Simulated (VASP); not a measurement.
# Al16N16F (a cell with a defect) in VASP: further runs

Runs on Al16N16F (a cell with a defect). Level: PBE. Tasks: single point.

All numbers are computed with VASP 6.6.1; they aren't measurements. Logs are shortened: lines on timing, memory, paths and dates and some standing lists are left out, and cuts for length are marked.

## (1) The cell of the first run

The cell holds a defect, 33 atoms: a = 6.260 Å, b = 6.260 Å, c = 10.035 Å, α = 90.00°, β = 90.00°, γ = 120.00°.

## (2) Single point, PBE, collinear spin

Contents of INCAR:

```
PREC     = Accurate       # precision mode
ENCUT    = 520            # plane-wave cutoff, eV
EDIFF    = 1E-6           # SCF threshold, eV
ISMEAR   = 0              # smearing method
SIGMA    = 0.01           # smearing width, eV
LREAL    = Auto         
LASPH    = T              # aspherical terms in the spheres
NELM     = 150            # most SCF steps
ALGO     = Normal         # electronic algorithm
ISIF     = 2              # what is computed and relaxed
LWAVE    = F              # write WAVECAR
LCHARG   = F              # write CHGCAR
ISPIN    = 2              # spin polarisation
MAGMOM   = 0.01 0 0 0 0.01 0 0 0 0 0 0 0 0 0 0 0 0.08 0.37 0.02 0.02 0.01 0.42 0.12 0.03 0.07 0.02 0.01 0.04 0.07 0.12 0.02 0.04 0.21 # initial moments
LORBIT   = 11             # projections on sites
NUPDOWN  = 2.0            # fixed moment
GGA      = PE             # functional
NBANDS   = 94             # bands
NELECT   = 134.0
```

Contents of KPOINTS:

```
Automatic mesh
0
Gamma
  1 1 1
  0.25 0.25 0.25
```

Contents of POSCAR:

```
Al16N16F
1.0
    6.2595139092      0.0000000618      0.0000000000
   -3.1297570081      5.4208980298      0.0000000000
    0.0000000000      0.0000000000     10.0348065900
Al N F
16 16 1
Direct
    0.3460958601      0.1737917781      0.2527772837
    0.1676533679      0.3325355122      0.5048856257
    0.3335316434      0.1660187652      0.7509657544
    0.1604611086      0.3300834470      0.9928471871
    0.3373812517      0.6684196203      0.2607939503
    0.1678120287      0.8362056478      0.5049581113
    0.3295025043      0.6630898447      0.7474996863
    0.1605254630      0.8322461048      0.9921009308
    0.8298010250      0.1641634478      0.2503770217
    0.6732651514      0.3367023388      0.5070629973
    0.8310666514      0.1634722892      0.7522982063
    0.6637022241      0.3325863478      0.9998028184
    0.8265529987      0.6655292369      0.2519272969
    0.6679532495      0.8344100093      0.5042331579
    0.8307995121      0.6648249190      0.7519110769
    0.6571047986      0.8298252212      0.9983191164
    0.3465941247      0.1763605753      0.4478378291
    0.1748206061      0.3557192557      0.1821541249
    0.3294746625      0.1673230703      0.9404214194
    0.1651771491      0.3283293953      0.6931751252
    0.3321398932      0.6681754982      0.4462357700
    0.1779800638      0.8216420696      0.1817727250
    0.3250746496      0.6651231001      0.9368680504
    0.1657660398      0.8313500009      0.6935223497
    0.8318485676      0.1701732525      0.4444865777
    0.6706674101      0.3349096068      0.1902527482
    0.8258386836      0.1643518040      0.9409568068
    0.6682275422      0.3304987325      0.6950036906
    0.8312433194      0.6634268531      0.4462331430
    0.6474215524      0.8251651629      0.1852570679
    0.8256566071      0.6663845165      0.9410622153
    0.6656980274      0.8296087952      0.6930883952
    0.0187191511      0.0056545950      0.2966438595
```

Potentials or basis: VASP PAW PBE potentials, release 64 (Al, N, F).

Run with:

```console
$ cat potpaw_PBE.64/Al/POTCAR potpaw_PBE.64/N/POTCAR potpaw_PBE.64/F/POTCAR > POTCAR
$ mpirun -np 1 vasp_std > vasp.out
```

OUTCAR:

```text
PREC = Accurate
   ENCUT = 520
   EDIFF = 1E-6
   ISMEAR = 0
   LREAL = Auto
   LASPH = T
   NELM = 150
   ISIF = 2
   ISPIN = 2
   LORBIT = 11
   NUPDOWN = 2.0
   GGA = PE
   NELECT = 134.0

 ion  position               nearest neighbor table
   1  0.346  0.174  0.253-  33 1.83  26 1.87  17 1.96  22 2.04  18 2.04  13 3.04   9 3.06  12 3.07
                            10 3.11   2 3.12   6 3.12   5 3.12   5 3.14   4 3.20   9 3.20   8 3.21
   2  0.168  0.333  0.505-  20 1.89  17 1.91  21 1.91  25 1.92   7 3.02   5 3.05   3 3.06  11 3.08
                             6 3.11  10 3.11   1 3.12  14 3.12  14 3.14   9 3.14  10 3.15   6 3.15
   3  0.334  0.166  0.751-  20 1.88  28 1.90  19 1.90  24 1.90   8 3.02   4 3.04   6 3.05   2 3.06
                            10 3.06  12 3.07  15 3.12  11 3.12   7 3.12   7 3.14  11 3.14  15 3.14
   4  0.160  0.330  0.993-  19 1.87  27 1.89  23 1.90  18 1.90  11 3.00   3 3.04   7 3.05   8 3.12
                            12 3.12  16 3.12  16 3.14  12 3.14   8 3.14   9 3.15   1 3.20   5 3.26
   5  0.337  0.668  0.261-  30 1.84  21 1.86  18 1.87  22 1.87  14 3.03   2 3.05   6 3.06  13 3.07
                             9 3.09   1 3.12   1 3.14  16 3.15   9 3.17  13 3.19   4 3.26   8 3.27
   6  0.168  0.836  0.505-  24 1.89  21 1.90  29 1.92  17 1.93   7 3.04   3 3.05   5 3.06  15 3.08
                             2 3.11  10 3.11  14 3.12   1 3.12  14 3.14  13 3.14  10 3.15   2 3.15
   7  0.330  0.663  0.747-  24 1.88  20 1.89  23 1.90  32 1.90   2 3.02   6 3.04   4 3.05  14 3.05
                             8 3.06  16 3.08  11 3.12   3 3.12  15 3.13  15 3.13   3 3.14  11 3.14
   8  0.161  0.832  0.992-  23 1.88  31 1.89  19 1.89  22 1.91  15 3.00   3 3.02   7 3.06   4 3.12
                            16 3.12  12 3.12  12 3.14   4 3.14  16 3.14  13 3.17   1 3.21   5 3.27
   9  0.830  0.164  0.250-  26 1.89  33 1.94  25 1.95  30 1.95  18 2.00   1 3.06   5 3.09  12 3.10
[... 16 lines left out ...]
  18  0.175  0.356  0.182-   5 1.87   4 1.90   9 2.00   1 2.04
  19  0.329  0.167  0.940-   4 1.87   8 1.89   3 1.90  12 1.91
  20  0.165  0.328  0.693-   3 1.88   2 1.89   7 1.89  11 1.91
  21  0.332  0.668  0.446-   5 1.86   6 1.90  14 1.91   2 1.91
  22  0.178  0.822  0.182-   5 1.87   8 1.91  13 2.03   1 2.04
[... 8 lines left out ...]
  31  0.826  0.666  0.941-   8 1.89  16 1.89  15 1.90  12 1.90
  32  0.666  0.830  0.693-  15 1.88  14 1.90   7 1.90  11 1.90
  33  0.019  0.006  0.297-   1 1.83  13 1.90   9 1.94

  LATTYP: Found a hexagonal cell.
 ALAT       =     6.2595139092
 C/A-ratio  =     1.6031287310

  Lattice vectors:

 A1 = (   6.2595139092,   0.0000000618,   0.0000000000)
 A2 = (  -3.1297570081,   5.4208980298,   0.0000000000)
 A3 = (   0.0000000000,   0.0000000000,  10.0348065900)

Analysis of symmetry for initial positions (statically):
=====================================================================
 Subroutine PRICEL returns:
 Original cell was already a primitive cell.

 Routine SETGRP: Setting up the symmetry group for a
 hexagonal supercell.

 Subroutine GETGRP returns: Found  1 space group operations
 (whereof  1 operations were pure point group operations)
 out of a pool of 24 trial point group operations.

The static configuration has the point symmetry C_1 .

Analysis of symmetry for dynamics (positions and initial velocities):
=====================================================================
 Subroutine PRICEL returns:
 Original cell was already a primitive cell.

 Routine SETGRP: Setting up the symmetry group for a
 hexagonal supercell.

 Subroutine GETGRP returns: Found  1 space group operations
 (whereof  1 operations were pure point group operations)
 out of a pool of 24 trial point group operations.

The dynamic configuration has the point symmetry C_1 .

Analysis of structural, dynamic, and magnetic symmetry:
=====================================================================
 Subroutine PRICEL returns:
 Original cell was already a primitive cell.

 Routine SETGRP: Setting up the symmetry group for a
 hexagonal supercell.

 Subroutine GETGRP returns: Found  1 space group operations
 (whereof  1 operations were pure point group operations)
 out of a pool of 24 trial point group operations.

The overall configuration has the point symmetry C_1 .

 Subroutine INISYM returns: Found  1 space group operations
 (whereof  1 operations are pure point group operations),
 and found     1 'primitive' translations

----------------------------------------------------------------------------------------

                                     Primitive cell

  volume of cell :     340.5029

[... 122 lines left out ...]
   PREC   = accura    normal or accurate (medium, high low for compatibility)
   ISTART =      0    job   : 0-new  1-cont  2-samecut
   ICHARG =      2    charge: 1-file 2-atom 10-const
   ISPIN  =      2    spin polarized calculation?
   LNONCOLLINEAR =      F non collinear calculations
   LSORBIT =      F    spin-orbit coupling
   LASPH  =      T    aspherical Exc in radial PAW
   ENCUT  =  520.0 eV  38.22 Ry    6.18 a.u.  11.64 11.64 18.66*2*pi/ulx,y,z
   NELM   =    150;   NELMIN=  2; NELMDL= -5     # of ELM steps
   EDIFF  = 0.1E-05   stopping-criterion for ELM
   LREAL  =      T    real-space projection
   EDIFFG = 0.1E-04   stopping-criterion for IOM
   NSW    =      0    number of steps for IOM
   IBRION =     -1    ionic relax: 0-MD 1-quasi-New 2-CG
   NFREE  =      0    steps in history (QN), initial steepest desc. (CG)
   ISIF   =      2    stress and relaxation
   ISYM   =      2    0-nonsym 1-usesym 2-fastsym
   POTIM  = 0.5000    time-step for ionic-motion
   TEBEG  =    0.0;   TEEND  =   0.0 temperature during run
   PSTRESS=    0.0 pullay stress
   NELECT =     134.0000    total number of electrons
   NUPDOWN=       2.0000    fix difference up-down
   EMIN   =  10.00;   EMAX   =-10.00  energy-range for DOS
   EFERMI =   0.00;   METHOD = LEGACY
   ISMEAR =     0;   SIGMA  =   0.01  broadening in eV -4-tet -1-fermi 0-gaus
   EFERMI_NEDOS =   21; number of points for ismear=-14 and -15
   IALGO  =     38    algorithm
   IMIX   =      4    mixing-type and parameters
     AMIX     =   0.40;   BMIX     =  1.00
     AMIX_MAG =   1.60;   BMIX_MAG =  1.00
  volume/ion in A,a.u.               =      10.32        69.63
  Fermi-wavevector in a.u.,A,eV,Ry     =   1.199691  2.267088 19.582308  1.439259
  Thomas-Fermi vector in A             =   2.335547
   LORBIT       =     11    0 simple, 1 ext, 2 COOP (PROOUT), +10 PAW based schemes
   GGA     = PE    functional components
   LHFCALC =     F    Hartree Fock is set to
   AEXX    =    0.0000 exact exchange contribution
   IVDW    =     0    specifies the selected vdW correction
   LEPSILON=     F    determine dielectric tensor
   LRPA    =     F    only Hartree local field effects (RPA)
 spin polarized calculation
 Gauss-broadening in eV      SIGMA  =   0.01
  energy-cutoff  :      520.00
  volume of cell :      340.50
 maximum number of plane-waves:      9148
 NGX is ok and might be reduce to    48
   NGX = 23   NGY = 23   NGZ = 37

 number of electron     133.9999998 magnetization       1.9999912

 Free energy of the ion-electron system (eV)
  ---------------------------------------------------
  ext. energy  EPLUGINS =         0.00000000
  ---------------------------------------------------
  free energy    TOTEN  =      -247.15186273 eV

  energy without entropy =     -247.15186273  energy(sigma->0) =     -247.15186273

 E-fermi :   5.8194     XC(G=0): -10.9260

 val. band max:        5.7647644710   @ k =   0.2500   0.5000   0.2500
 cond. band min:       5.8669733250   @ k =  -0.2500  -0.2500   0.2500
 fundamental gap:      0.1022088540
 Fermi energy:         5.7482480439

 spin component 1

 k-point     1 :       0.2500    0.2500    0.2500
  band No.  band energies     occupation
      1     -19.0160      1.00000
      2      -8.5308      1.00000
      3      -8.1645      1.00000
      4      -7.9875      1.00000
      5      -7.7489      1.00000
      6      -7.5862      1.00000
[... 481 lines left out ...]
     78      12.9957      0.00000
     79      13.2489      0.00000
 Fermi energy:         5.8193683313

 spin component 2

 k-point     1 :       0.2500    0.2500    0.2500
  band No.  band energies     occupation
      1     -18.6656      1.00000
      2      -8.3612      1.00000
      3      -7.9945      1.00000
      4      -7.8180      1.00000
      5      -7.6423      1.00000
      6      -7.4649      1.00000
[... 481 lines left out ...]
     78      13.0238      0.00000
     79      13.2867      0.00000
 [bands above 79 left out]

------------------------ aborting loop because EDIFF is reached ----------------------------------------

  FORCE on cell =-STRESS in cart. coord.  units (eV):
  Direction    XX          YY          ZZ          XY          YZ          ZX
  --------------------------------------------------------------------------------------
  -------------------------------------------------------------------------------------
  Total       -1.5127278     -4.4557673      5.3260542      0.1244110      1.0687646      1.9712851
  in kB       -7.1178777    -20.9658383     25.0608219      0.5853945      5.0288862      9.2755390
  external PRESSURE =      -1.0076314 kB  Pullay stress =       0.0000000 kB

 VOLUME and BASIS-vectors are now :
 -----------------------------------------------------------------------------
  energy-cutoff  :      520.00
  volume of cell :      340.50
      direct lattice vectors                 reciprocal lattice vectors
     6.259513909  0.000000062  0.000000000     0.159756813  0.092235641  0.000000000
    -3.129757008  5.420898030  0.000000000    -0.000000002  0.184471279  0.000000000
     0.000000000  0.000000000 10.034806590     0.000000000  0.000000000  0.099653141

 POSITION                                       TOTAL-FORCE (eV/Angst)
 -----------------------------------------------------------------------------------
      1.62247      0.94211      2.53657         0.032401      0.057667     -0.058469
      0.00867      1.80264      5.06643        -0.110620      0.045403     -0.029398
      1.56815      0.89997      7.53580         0.119089     -0.113554      0.003519
     -0.02867      1.78935      9.96303        -0.081630      0.059024      0.043353
      0.01985      3.62343      2.61702        -0.107505     -0.070191      0.002333
     -1.56670      4.53299      5.06716        -0.078549      0.110041      0.031806
[... 25 lines left out ...]
      1.57047      4.49722      6.95501        -0.202666      0.140235     -0.001243
      0.09948      0.03065      2.97676        -0.186662     -0.041310      0.078322
 -----------------------------------------------------------------------------------
    total drift:                                0.000897      0.004750      0.003844

  FREE ENERGIE OF THE ION-ELECTRON SYSTEM (eV)
  ---------------------------------------------------
  free  energy   TOTEN  =      -247.1518627306 eV

  energy  without entropy=     -247.1518627306  energy(sigma->0) =     -247.15186273

 total charge

# of ion       s       p       d       tot
------------------------------------------
    1        0.354   0.393   0.000   0.747
    2        0.372   0.425   0.000   0.797
    3        0.372   0.430   0.000   0.802
    4        0.374   0.430   0.000   0.804
    5        0.381   0.456   0.000   0.836
    6        0.372   0.423   0.000   0.794
[... 25 lines left out ...]
   32        1.232   2.607   0.000   3.838
   33        1.768   4.424   0.000   6.193
--------------------------------------------------
tot         27.465  52.680   0.000  80.145

 magnetization (x)

# of ion       s       p       d       tot
------------------------------------------
    1       -0.001   0.008   0.000   0.007
    2       -0.000   0.000   0.000  -0.000
    3       -0.000   0.000   0.000  -0.000
    4       -0.002   0.002   0.000   0.001
    5       -0.004   0.006   0.000   0.003
    6       -0.000   0.000   0.000  -0.000
[... 25 lines left out ...]
   32        0.001   0.032   0.000   0.033
   33        0.001   0.194   0.000   0.195
--------------------------------------------------
tot          0.017   1.468   0.000   1.486
```

It took 24 min on 1 thread of Intel Xeon Platinum 8375C at 2.90GHz (Ice Lake), shared host; peak memory 0.71 GiB.

Results:

```
Free energy                                           : -247.1519 eV
Largest force                                         : 0.277 eV/Å
Net moment                                            : 2.00 μB per cell
Site moments                                          : Al +0.01, -0.00, +0.00 (each value once); N +0.07, +0.31, +0.02, +0.00, +0.36, +0.11, +0.06, +0.01, +0.04, +0.12, +0.03 (each value once); F +0.20 μB
Valence electrons inside the program's atomic spheres : Al 0.75, 0.80, 0.84, 0.79, 0.81, 0.76, 0.83 (each value once); N 3.82, 3.76, 3.84, 3.75, 3.83, 3.85 (each value once); F 6.19
```

Forces in eV/Å, atoms in the order of the input:
```
Al   0.032  0.058 -0.058
Al  -0.111  0.045 -0.029
Al   0.119 -0.114  0.004
Al  -0.082  0.059  0.043
Al  -0.108 -0.070  0.002
Al  -0.079  0.110  0.032
Al   0.096 -0.010 -0.048
Al  -0.179  0.136  0.035
Al   0.048  0.053  0.116
Al  -0.061 -0.047  0.000
Al   0.130 -0.123 -0.012
Al  -0.128  0.094  0.027
Al   0.172 -0.115 -0.056
Al  -0.117  0.043  0.070
Al   0.130 -0.042  0.026
Al  -0.047  0.060 -0.111
N    0.119 -0.180 -0.067
N    0.131 -0.023  0.043
N    0.174 -0.106  0.000
N   -0.188  0.123  0.015
N    0.175 -0.071 -0.031
N   -0.040  0.048 -0.040
N    0.194 -0.116  0.094
N   -0.210  0.108 -0.036
N    0.133 -0.015 -0.005
N   -0.186  0.102 -0.021
N    0.177 -0.113  0.025
N   -0.225  0.162 -0.017
N    0.135 -0.036 -0.113
N    0.028 -0.017  0.041
N    0.154 -0.103 -0.003
N   -0.203  0.140 -0.001
F   -0.187 -0.041  0.078
```

Caveat: the k points lie up to 0.58 Å⁻¹ apart; the cell carries a net charge on a neutralising background, which shifts energy and pressure; the cell is charged against a uniform background, so pressure and absolute levels hang on convention; the total moment is fixed, so each spin has its own Fermi level and the state may be an excited one.

(Continued in part 2 of 2.)
